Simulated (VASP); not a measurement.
# Ti3Se (P6/mmm) in VASP: a series of runs

The runs below take Ti3Se through single point, with PBE.

Program: VASP 6.6.1. These are calculated values, not measurements. Logs are shortened: lines on timing, memory, paths and dates and some standing lists are left out, and cuts for length are marked.

**1. The cell of the first run**

Symmetry: P6/mmm, No. 191, hexagonal system. The conventional cell has a = 5.214 Å, b = 5.214 Å, c = 2.990 Å, α = 90.00°, β = 90.00°, γ = 120.00°. Within 3.4 Å of Ti (site symmetry mmm) lie 6 Ti at 2.61 to 2.99 Å and 4 Se at 3.01 Å. Within 3.9 Å of Se (site symmetry 6/mmm) lie 2 Se at 2.99 Å and 12 Ti at 3.01 Å.

**2. Single point, PBE**

INCAR reads:

```
ALGO     = Normal         # electronic algorithm
EDIFF    = 1E-6           # SCF threshold, eV
ENCUT    = 520            # plane-wave cutoff, eV
GGA      = PE             # functional
ISIF     = 2              # what is computed and relaxed
ISMEAR   = 0              # smearing method
LASPH    = True           # aspherical terms in the spheres
LCHARG   = False          # write CHGCAR
LREAL    = False          # projectors in reciprocal space
LWAVE    = False          # write WAVECAR
NBANDS   = 29             # bands
NELM     = 60             # most SCF steps
PREC     = Accurate       # precision mode
SIGMA    = 0.1            # smearing width, eV
```

KPOINTS reads:

```
k-points
0
Gamma
  6 6 6
```

POSCAR reads:

```
Ti3Se
1.0
    5.2144945952      0.0000000000      0.0000000000
   -2.6072472976      4.5158847873      0.0000000000
    0.0000000000      0.0000000000      2.9902890896
Ti Se
3 1
Direct
    0.5000000000      0.0000000000      0.5000000000
    0.0000000000      0.5000000000      0.5000000000
    0.5000000000      0.5000000000      0.5000000000
    0.0000000000      0.0000000000      0.0000000000
```

Potentials or basis: VASP PAW PBE potentials, release 64 (Ti_sv, Se).

Run with:

```bash
$ cat potpaw_PBE.64/Ti_sv/POTCAR potpaw_PBE.64/Se/POTCAR > POTCAR
$ mpirun -np 1 vasp_std > vasp.out
```

OUTCAR:

```text
EDIFF = 1E-6
   ENCUT = 520
   GGA = PE
   ISIF = 2
   ISMEAR = 0
   LASPH = True
   LREAL = False
   NELM = 60
   PREC = Accurate

 ion  position               nearest neighbor table
   1  0.500  0.000  0.500-   2 2.61   3 2.61   3 2.61   2 2.61
   2  0.000  0.500  0.500-   1 2.61   1 2.61   3 2.61   3 2.61
   3  0.500  0.500  0.500-   1 2.61   1 2.61   2 2.61   2 2.61
   4  0.000  0.000  0.000-

  LATTYP: Found a hexagonal cell.
 ALAT       =     5.2144945952
 C/A-ratio  =     0.5734571271

  Lattice vectors:

 A1 = (   5.2144945952,   0.0000000000,   0.0000000000)
 A2 = (  -2.6072472976,   4.5158847873,   0.0000000000)
 A3 = (   0.0000000000,   0.0000000000,   2.9902890896)

Analysis of symmetry for initial positions (statically):
=====================================================================
 Subroutine PRICEL returns:
 Original cell was already a primitive cell.

 Routine SETGRP: Setting up the symmetry group for a
 hexagonal supercell.

 Subroutine GETGRP returns: Found 24 space group operations
 (whereof 24 operations were pure point group operations)
 out of a pool of 24 trial point group operations.

The static configuration has the point symmetry D_6h.

Analysis of symmetry for dynamics (positions and initial velocities):
=====================================================================
 Subroutine PRICEL returns:
 Original cell was already a primitive cell.

 Routine SETGRP: Setting up the symmetry group for a
 hexagonal supercell.

 Subroutine GETGRP returns: Found 24 space group operations
 (whereof 24 operations were pure point group operations)
 out of a pool of 24 trial point group operations.

The dynamic configuration has the point symmetry D_6h.

 Subroutine INISYM returns: Found 24 space group operations
 (whereof 24 operations are pure point group operations),
 and found     1 'primitive' translations

----------------------------------------------------------------------------------------

                                     Primitive cell

  volume of cell :      70.4155

  direct lattice vectors                    reciprocal lattice vectors
     5.214494595  0.000000000  0.000000000     0.191773140  0.110720274  0.000000000
    -2.607247298  4.515884787  0.000000000     0.000000000  0.221440548  0.000000000
     0.000000000  0.000000000  2.990289090     0.000000000  0.000000000  0.334415827

  length of vectors
     5.214494595  5.214494595  2.990289090     0.221440548  0.221440548  0.334415827

  position of ions in fractional coordinates (direct lattice)
     0.500000000  0.000000000  0.500000000
     0.000000000  0.500000000  0.500000000
     0.500000000  0.500000000  0.500000000
     0.000000000  0.000000000  0.000000000

  ion indices of the primitive-cell ions
   primitive index   ion index
                 1           1
                 2           2
                 3           3
                 4           4

----------------------------------------------------------------------------------------

 KPOINTS: k-points

Automatic generation of k-mesh.
 Grid dimensions read from file:
 generate k-points for:    6    6    6

 Generating k-lattice:

  Cartesian coordinates                     Fractional coordinates (reciprocal lattice)
     0.031962190  0.018453379  0.000000000     0.166666667  0.000000000  0.000000000
     0.000000000  0.036906758  0.000000000     0.000000000  0.166666667  0.000000000
     0.000000000  0.000000000  0.055735971     0.000000000  0.000000000  0.166666667

  Length of vectors
     0.036906758  0.036906758  0.055735971

  Shift w.r.t. Gamma in fractional coordinates (k-lattice)
     0.000000000  0.000000000  0.000000000

 Subroutine IBZKPT returns following result:
 ===========================================

 Found     28 irreducible k-points:

 Following reciprocal coordinates:
            Coordinates               Weight
  0.000000  0.000000  0.000000      1.000000
  0.166667 -0.000000  0.000000      6.000000
  0.333333  0.000000  0.000000      6.000000
  0.500000  0.000000  0.000000      3.000000
  0.166667  0.166667  0.000000      6.000000
  0.333333  0.166667  0.000000     12.000000
[... 16 lines left out ...]
  0.166667 -0.000000  0.500000      6.000000
  0.333333  0.000000  0.500000      6.000000
 [... further k-points ...]
   k-points           NKPTS =     28   k-points in BZ     NKDIM =     28   number of bands    NBANDS=     29
   number of dos      NEDOS =    301   number of ions     NIONS =      4
   total plane-waves  NPLWV =  38400
   dimension x,y,z NGX =    40 NGY =   40 NGZ =   24
   dimension x,y,z NGXF=    80 NGYF=   80 NGZF=   48
   ions per type =               3   1
   NGX,Y,Z   is equivalent  to a cutoff of  12.75, 12.75, 13.34 a.u.
   NGXF,Y,Z  is equivalent  to a cutoff of  25.51, 25.51, 26.69 a.u.
 SYSTEM =  unknown system
   PREC   = accura    normal or accurate (medium, high low for compatibility)
   ISTART =      0    job   : 0-new  1-cont  2-samecut
   ICHARG =      2    charge: 1-file 2-atom 10-const
   ISPIN  =      1    spin polarized calculation?
   LNONCOLLINEAR =      F non collinear calculations
   LSORBIT =      F    spin-orbit coupling
   LASPH  =      T    aspherical Exc in radial PAW
   ENCUT  =  520.0 eV  38.22 Ry    6.18 a.u.   9.70  9.70  5.56*2*pi/ulx,y,z
   NELM   =     60;   NELMIN=  2; NELMDL= -5     # of ELM steps
   EDIFF  = 0.1E-05   stopping-criterion for ELM
   LREAL  =      F    real-space projection
   EDIFFG = 0.1E-04   stopping-criterion for IOM
   NSW    =      0    number of steps for IOM
   IBRION =     -1    ionic relax: 0-MD 1-quasi-New 2-CG
   NFREE  =      0    steps in history (QN), initial steepest desc. (CG)
   ISIF   =      2    stress and relaxation
   ISYM   =      2    0-nonsym 1-usesym 2-fastsym
   POTIM  = 0.5000    time-step for ionic-motion
   TEBEG  =    0.0;   TEEND  =   0.0 temperature during run
   PSTRESS=    0.0 pullay stress
   NELECT =      42.0000    total number of electrons
   NUPDOWN=      -1.0000    fix difference up-down
   EMIN   =  10.00;   EMAX   =-10.00  energy-range for DOS
   EFERMI =   0.00;   METHOD = LEGACY
   ISMEAR =     0;   SIGMA  =   0.10  broadening in eV -4-tet -1-fermi 0-gaus
   EFERMI_NEDOS =   21; number of points for ismear=-14 and -15
   IALGO  =     38    algorithm
   IMIX   =      4    mixing-type and parameters
     AMIX     =   0.40;   BMIX     =  1.00
     AMIX_MAG =   1.60;   BMIX_MAG =  1.00
  volume/ion in A,a.u.               =      17.60       118.80
  Fermi-wavevector in a.u.,A,eV,Ry     =   1.378061  2.604158 25.838181  1.899053
  Thomas-Fermi vector in A             =   2.503157
   LORBIT       =      0    0 simple, 1 ext, 2 COOP (PROOUT), +10 PAW based schemes
   GGA     = PE    functional components
   LHFCALC =     F    Hartree Fock is set to
   AEXX    =    0.0000 exact exchange contribution
   IVDW    =     0    specifies the selected vdW correction
   LEPSILON=     F    determine dielectric tensor
   LRPA    =     F    only Hartree local field effects (RPA)
 non-spin polarized calculation
 Gauss-broadening in eV      SIGMA  =   0.10
  energy-cutoff  :      520.00
  volume of cell :       70.42
 maximum number of plane-waves:      1931
 NGX is ok and might be reduce to    40
   NGX = 19   NGY = 19   NGZ = 11

 number of electron      41.9999995 magnetization

 Free energy of the ion-electron system (eV)
  ---------------------------------------------------
  ext. energy  EPLUGINS =         0.00000000
  ---------------------------------------------------
  free energy    TOTEN  =       -26.27700594 eV

  energy without entropy =      -26.24967034  energy(sigma->0) =      -26.26333814

 E-fermi :   8.5036     XC(G=0): -11.3013

 val. band max:        8.4926879256   @ k =   0.3333   0.1667   0.0000
 cond. band min:       8.5080442885   @ k =   0.5000   0.0000   0.0000
 fundamental gap:      0.0153563629
 Fermi energy:         8.5035654646

 k-point     1 :       0.0000    0.0000    0.0000
  band No.  band energies     occupation
      1     -48.4587      2.00000
      2     -48.2522      2.00000
      3     -48.2522      2.00000
      4     -25.2190      2.00000
      5     -24.9704      2.00000
      6     -24.9704      2.00000
[... 21 lines left out ...]
     28      10.7307      0.00000
     29      10.7307      0.00000

 k-point     2 :       0.1667   -0.0000    0.0000
  band No.  band energies     occupation
      1     -48.4468      2.00000
      2     -48.2646      2.00000
      3     -48.2522      2.00000
      4     -25.1612      2.00000
      5     -24.9589      2.00000
      6     -24.9295      2.00000
[... 21 lines left out ...]
     28      10.6415      0.00000
     29      10.8544      0.00000

 k-point     3 :       0.3333    0.0000    0.0000
  band No.  band energies     occupation
      1     -48.4158      2.00000
      2     -48.2966      2.00000
      3     -48.2523      2.00000
      4     -25.0621      2.00000
      5     -24.8691      2.00000
      6     -24.8193      2.00000
[... 21 lines left out ...]
     28      10.8467      0.00000
     29      10.9632      0.00000

 k-point     4 :       0.5000    0.0000    0.0000
  band No.  band energies     occupation
      1     -48.3907      2.00000
      2     -48.3221      2.00000
      3     -48.2524      2.00000
      4     -25.0386      2.00000
      5     -24.7066      2.00000
      6     -24.6986      2.00000
[... 597 lines left out ...]
     28      11.5309      0.00000
     29      11.6051      0.00000

 k-point    23 :       0.1667   -0.0000    0.5000
  band No.  band energies     occupation
      1     -48.4153      2.00000
      2     -48.2362      2.00000
      3     -48.2239      2.00000
      4     -25.1168      2.00000
      5     -24.9231      2.00000
      6     -24.9192      2.00000
[... 21 lines left out ...]
     28      11.4098      0.00000
     29      11.7689      0.00000

 k-point    24 :       0.3333    0.0000    0.5000
  band No.  band energies     occupation
      1     -48.3848      2.00000
      2     -48.2676      2.00000
      3     -48.2240      2.00000
      4     -25.0198      2.00000
      5     -24.8941      2.00000
      6     -24.8303      2.00000
[... 21 lines left out ...]
     28      10.8573      0.00000
     29      11.1875      0.00000

 [... further k-points ...]

------------------------ aborting loop because EDIFF is reached ----------------------------------------

  FORCE on cell =-STRESS in cart. coord.  units (eV):
  Direction    XX          YY          ZZ          XY          YZ          ZX
  --------------------------------------------------------------------------------------
  -------------------------------------------------------------------------------------
  Total       -0.1736442     -0.1736442     -0.0142125      0.0000000     -0.0000000      0.0000000
  in kB       -3.9509591     -3.9509591     -0.3233789      0.0000000     -0.0000000      0.0000000
  external PRESSURE =      -2.7417657 kB  Pullay stress =       0.0000000 kB

 VOLUME and BASIS-vectors are now :
 -----------------------------------------------------------------------------
  energy-cutoff  :      520.00
  volume of cell :       70.42
      direct lattice vectors                 reciprocal lattice vectors
     5.214494595  0.000000000  0.000000000     0.191773140  0.110720274  0.000000000
    -2.607247298  4.515884787  0.000000000     0.000000000  0.221440548  0.000000000
     0.000000000  0.000000000  2.990289090     0.000000000  0.000000000  0.334415827

 POSITION                                       TOTAL-FORCE (eV/Angst)
 -----------------------------------------------------------------------------------
      2.60725      0.00000      1.49514        -0.000000      0.000000      0.000000
     -1.30362      2.25794      1.49514        -0.000000      0.000000      0.000000
      1.30362      2.25794      1.49514         0.000000      0.000000      0.000000
      0.00000      0.00000      0.00000        -0.000000      0.000000      0.000000
 -----------------------------------------------------------------------------------
    total drift:                               -0.000000      0.000000     -0.000000

  FREE ENERGIE OF THE ION-ELECTRON SYSTEM (eV)
  ---------------------------------------------------
  free  energy   TOTEN  =       -26.2770059352 eV

  energy  without entropy=      -26.2496703441  energy(sigma->0) =      -26.26333814
```

Run time: 27 s. Hardware: 1 thread of Intel Xeon 6975P-C (Granite Rapids), shared host; peak memory 0.2 GiB.

What came out:

```
Free energy            : -26.2770 eV
Pressure               : -0.3 GPa
Band gap on the k mesh : zero (band 21 reaches 8.66 eV, above the bottom of band 22 at 7.98 eV)
```

Levels at points of the mesh, in eV from the Fermi level:
```tsv
k point	band 19	band 20	band 21	band 22	band 23	band 24
(0.00, 0.00, 0.00)	-1.76	-0.40	-0.40	0.24	0.27	0.37
(0.50, 0.00, 0.00)	-0.58	-0.29	-0.21	-0.05	0.00	0.95
(0.00, 0.00, 0.50)	-1.07	-1.07	0.14	1.74	1.98	1.98
(0.50, 0.00, 0.50)	-0.74	-0.21	-0.06	0.04	0.05	0.39
```

**3. Single point, PBE, collinear spin, ferromagnetic start**

This run uses another cell than the first one, of 17.38 Å³/atom, 0.987 times its volume.

INCAR reads:

```
SYSTEM = Ti3Se
ALGO     = Normal         ! electronic algorithm
EDIFF    = 1E-6           ! SCF threshold, eV
ENCUT    = 520            ! plane-wave cutoff, eV
GGA      = PE             ! functional
ISIF     = 2              ! what is computed and relaxed
ISMEAR   = 0              ! smearing method
ISPIN    = 2              ! spin polarisation
LASPH    = .True.         ! aspherical terms in the spheres
LCHARG   = .False.        ! write CHGCAR
LMAXMIX  = 4              ! l up to which the mixer works
LORBIT   = 11             ! projections on sites
LREAL    = .False.        ! projectors in reciprocal space
LWAVE    = .False.        ! write WAVECAR
MAGMOM   = 1 1 1 0        ! initial moments
NBANDS   = 33             ! bands
NELM     = 150            ! most SCF steps
PREC     = Accurate       ! precision mode
SIGMA    = 0.1            ! smearing width, eV
```

KPOINTS reads:

```
k-points
0
Gamma
  6 6 4
  0 0 0
```

POSCAR reads:

```
Ti3Se
1.0
    5.2229727010      0.0000000037      0.0000000000
   -2.6114863537      4.5232270405      0.0000000000
    0.0000000000      0.0000000000      2.9432220779
Ti Se
3 1
Direct
    0.5000000000      0.0000000000      0.5000000000
    0.0000000000      0.5000000000      0.5000000000
    0.5000000000      0.5000000000      0.5000000000
    0.0000000000      0.0000000000      0.0000000000
```

Potentials or basis: VASP PAW PBE potentials, release 64 (Ti_sv, Se).

Run with:

```bash
$ cat potpaw_PBE.64/Ti_sv/POTCAR potpaw_PBE.64/Se/POTCAR > POTCAR
$ mpirun -np 1 vasp_std > vasp.out
```

Run time: 43 s. Hardware: 1 thread of Intel Xeon 6975P-C (Granite Rapids), shared host; peak memory 0.26 GiB.

Results (log left out):

* Free energy: -26.3274 eV
* Pressure: -0.1 GPa
* Band gap on the k mesh: zero (filled and empty bands overlap)
* Net moment: 0.00 μB per cell
* Valence electrons inside the program's atomic spheres: Ti 10.37; Se 3.79

Stress tensor (GPa, compression positive):
```
-0.03  0.00  0.00
 0.00 -0.03  0.00
 0.00  0.00 -0.18
```

Levels at points of the mesh, in eV from the Fermi level:
Spin up:
| k point | band 19 | band 20 | band 21 | band 22 | band 23 | band 24 |
| --- | --- | --- | --- | --- | --- | --- |
| (0.00, 0.00, 0.00) | -1.71 | -0.39 | -0.39 | 0.31 | 0.48 | 0.54 |
| (0.50, 0.00, 0.00) | -0.40 | -0.28 | -0.23 | -0.03 | 0.00 | 1.10 |
| (0.00, 0.00, 0.50) | -1.00 | -1.00 | 0.24 | 1.75 | 2.00 | 2.00 |
| (0.50, 0.00, 0.50) | -0.68 | -0.21 | -0.07 | 0.03 | 0.07 | 0.45 |
Spin down:
```tsv
k point	band 18	band 19	band 20	band 21	band 22	band 23	band 24	band 25
(0.00, 0.00, 0.00)	-2.03	-1.70	-0.39	-0.39	0.31	0.48	0.54	1.12
(0.50, 0.00, 0.00)	-1.17	-0.40	-0.28	-0.23	-0.03	0.00	1.10	1.15
(0.00, 0.00, 0.50)	-2.43	-1.00	-1.00	0.24	1.75	2.00	2.00	2.07
(0.50, 0.00, 0.50)	-1.81	-0.68	-0.21	-0.07	0.03	0.07	0.45	0.80
```

Caveat: the k points lie up to 0.53 Å⁻¹ apart.
